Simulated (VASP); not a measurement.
# Na: single point with PBE

The system is Na.

```xyz
1
Lattice="-1.8883 1.8883 2.6373 1.8883 -1.8883 2.6373 1.8883 1.8883 -2.6373" Properties=species:S:1:pos:R:3 pbc="T T T"
Na    0.0000    0.0000    0.0000
```

- Program: VASP 6.6.1
- Task: single point
- Functional: PBE
- Potentials or basis: VASP PAW PBE potentials, release 64 (Na_pv)
- Cutoff: 520 eV
- k mesh: 12 × 12 × 12
- Occupations: gaussian, width 0.05 eV
- Spin: no spin polarisation
- Dipole correction: no
- Further INCAR settings: ALGO = Normal; EDIFF = 1e-06; NBANDS = 10

```json
{
 "Pressure": "-0.2 GPa"
}
```

Levels at points of the mesh, in eV from the Fermi level:
```csv
k point,band 2,band 3,band 4,band 5,band 6,band 7
"(0.00, 0.00, 0.00)",-24.83,-24.83,-3.17,11.07,11.07,11.11
"(0.50, 0.00, 0.00)",-24.84,-24.84,0.63,1.02,10.04,10.21
"(0.50, 0.50, 0.00)",-24.85,-24.84,1.79,2.33,6.34,7.19
"(0.50, 0.50, 0.50)",-24.85,-24.85,1.91,2.45,6.23,7.06
```

Wall time 32 s on 1 thread of Intel(R) Xeon(R) Platinum 8259CL CPU @ 2.50GHz (Skylake/Cascade Lake) (shared host), peak memory 0.18 GiB.
